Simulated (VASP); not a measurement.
## KF (Carobbiite): relaxation of cell and atoms with PBEsol

Crystal: KF (Carobbiite).

```
K F
1.0
     0.00000    2.67185    2.67185
     2.67185    0.00000    2.67185
     2.67185    2.67185    0.00000
K F
1 1
Direct
  0.00000 0.00000 0.00000
  0.50000 0.50000 0.50000
```

```json
{
 "Program": "VASP 6.6.1",
 "Task": "relaxation of cell and atoms",
 "Functional": "PBEsol",
 "Potentials or basis": "VASP PAW PBE potentials, release 64 (K_sv, F)",
 "Cutoff": "600 eV",
 "k mesh": "9 × 9 × 9",
 "Occupations": "fermi-dirac, width 0.05 eV",
 "Spin": "no spin polarisation",
 "Target pressure": "10 GPa",
 "Dipole correction": "no",
 "Further INCAR settings": "ALGO = Normal; EDIFF = 1e-06; IBRION = 2; EDIFFG = -0.005; NSW = 80; ISIF = 3"
}
```

```
Relaxed volume                                         : 15.53 Å³/atom
Relaxed cell                                           : a = 3.529 Å, b = 3.529 Å, c = 3.529 Å, α = 60.00°, β = 60.00°, γ = 60.00°
Space group after relaxing (to 0.05 Å)                 : Fm-3m (No. 225)
Energy change on relaxing (the enthalpy is what falls) : +80.5 meV/atom
Ionic steps                                            : 5
Pressure after relaxing                                : 10.0 GPa
Band gap on the k mesh                                 : 7.17 eV, indirect (least direct gap 7.19 eV)
```

Step by step:
```
step  energy change (eV)  largest force (eV/Å)  pressure (GPa)  volume (Å³)
   1              0.0000                0.0000           -0.62        38.15
   2              0.1310                0.0000            8.70        31.59
   3              0.1604                0.0000            9.93        31.08
   4              0.1686                0.0000           10.27        30.95
   5              0.1611                0.0000            9.97        31.07
```

Final structure:
```
CELL_PARAMETERS angstrom
0.00000 2.49519 2.49519
2.49519 0.00000 2.49519
2.49519 2.49519 0.00000
ATOMIC_POSITIONS crystal
K 0.00000 0.00000 0.00000
F 0.50000 0.50000 0.50000
```

Levels at points of the mesh, in eV from the valence-band top:
```
           k point  band 5  band 6  band 7  band 8  band 9  band 10  band 11  band 12
(0.00, 0.00, 0.00)   -8.60   -0.02   -0.02   -0.02    7.17    11.11    11.11    11.11
```

Run time: 37 s on 1 thread of Intel(R) Xeon(R) 6975P-C (Granite Rapids) (shared host), peak memory 0.19 GiB.

Caveat: the cell is relaxed towards a set pressure, so the enthalpy falls and the energy may rise; the volume moved by over 15 % at a fixed basis, so the end points are rough; the PAW data sets were made with another functional, which shifts forces and pressure a little. A k mesh can miss the band edges.
